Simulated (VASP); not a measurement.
Write the native input for VASP 6.6.1 that does the following.

* Task: single point
* Functional: r2SCAN
* Potentials or basis: VASP PAW PBE potentials, release 64 (Se)
* Cutoff: 520 eV
* k mesh: 8 × 8 × 8
* Occupations: fermi-dirac, width 0.1 eV
* Spin: no spin polarisation
* Dipole correction: no
* Further INCAR settings: ALGO = Normal; EDIFF = 1e-06; NBANDS = 9

Se:

```
Se
1.0
     2.81056    0.00000    0.00000
     0.00000    2.81056    0.00000
     0.00000    0.00000    2.81056
Se
1
Cartesian
  0.0000 0.0000 0.0000
```

The input as run:

POSCAR

```
Se
1.0
    2.8105600000      0.0000000000      0.0000000000
    0.0000000000      2.8105600000      0.0000000000
    0.0000000000      0.0000000000      2.8105600000
Se
1
Direct
    0.0000000000      0.0000000000      0.0000000000
```

INCAR.step1

```
SYSTEM = Se
ALGO = Normal
EDIFF = 1E-4
ENCUT = 520
GGA = PE
ISMEAR = -1
LASPH = .True.
LCHARG = .False.
LREAL = .False.
LWAVE = .True.
NBANDS = 9
NELM = 100
PREC = Accurate
SIGMA = 0.1
```

INCAR.step2

```
SYSTEM = Se
ALGO = Normal
EDIFF = 1E-6
ENCUT = 520
ISIF = 2
ISMEAR = -1
ISTART = 1
LASPH = .True.
LCHARG = .False.
LMIXTAU = .True.
LREAL = .False.
LWAVE = .False.
METAGGA = R2SCAN
NBANDS = 9
NELM = 100
PREC = Accurate
SIGMA = 0.1
```

KPOINTS

```
k-points
0
Gamma
  8 8 8
  0 0 0
```

Potentials or basis: VASP PAW PBE potentials, release 64 (Se).

The run is started by

```sh
$ cat potpaw_PBE.64/Se/POTCAR > POTCAR
$ cp INCAR.step1 INCAR
$ mpirun -np 1 vasp_std > vasp.out
$ cp INCAR.step2 INCAR
$ mpirun -np 1 vasp_std > vasp.out
```

It gave:

```json
{
  "Pressure": "0.8 GPa",
  "Band gap on the k mesh": "zero (band 3 reaches 7.73 eV, above the bottom of band 4 at 1.08 eV)"
}
```

Caveat: the PAW data sets were made with another functional, which shifts forces and pressure a little.

It took 13 s on 1 thread of Intel(R) Xeon(R) Platinum 8488C (Sapphire Rapids), with other jobs on the host, peak memory 0.14 GiB.
